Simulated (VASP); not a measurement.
The system is TaF3.

```
CELL_PARAMETERS angstrom
4.17751 0.00000 0.00000
0.00000 4.17751 0.00000
0.00000 0.00000 4.17751
ATOMIC_POSITIONS crystal
Ta 0.00000 0.00000 0.00000
F 0.00000 0.00000 0.50000
F 0.00000 0.50000 0.00000
F 0.50000 0.00000 0.00000
```

Base run:

```yaml
Program: VASP 6.6.1
Functional: PBE
Potentials_or_basis: VASP PAW PBE potentials, release 64 (Ta_pv, F)
Cutoff: 520 eV
k_mesh: 7 × 7 × 7
Occupations: fermi-dirac, width 0.05 eV
Spin: no spin polarisation
Hubbard_terms: Ta d U = 8.0 eV
```

Its results: band gap on the k mesh zero (band 16 reaches 4.59 eV, above the bottom of band 17 at 2.69 eV); pressure 2.8 GPa.

Task: The run is repeated on the same cell with these changes: potentials or basis from VASP PAW PBE potentials, release 64 (Ta_pv, F) to VASP PAW PBE potentials, release 64 (Ta_sv_GW, F); cutoff from 520 eV to 600 eV; further incar settings from ALGO = Normal; EDIFF = 1e-06; NBANDS = 24 to ALGO = Normal; EDIFF = 1e-06; NBANDS = 25; valence electrons from 32 to 34. What comes out?

Result: Band gap on the k mesh zero (band 17 reaches 5.90 eV, above the bottom of band 18 at 4.00 eV); pressure 2.3 GPa.

Caveats: spin-orbit coupling is left out, which moves the levels of the heavy elements; U without spin polarisation on a metal has little footing.
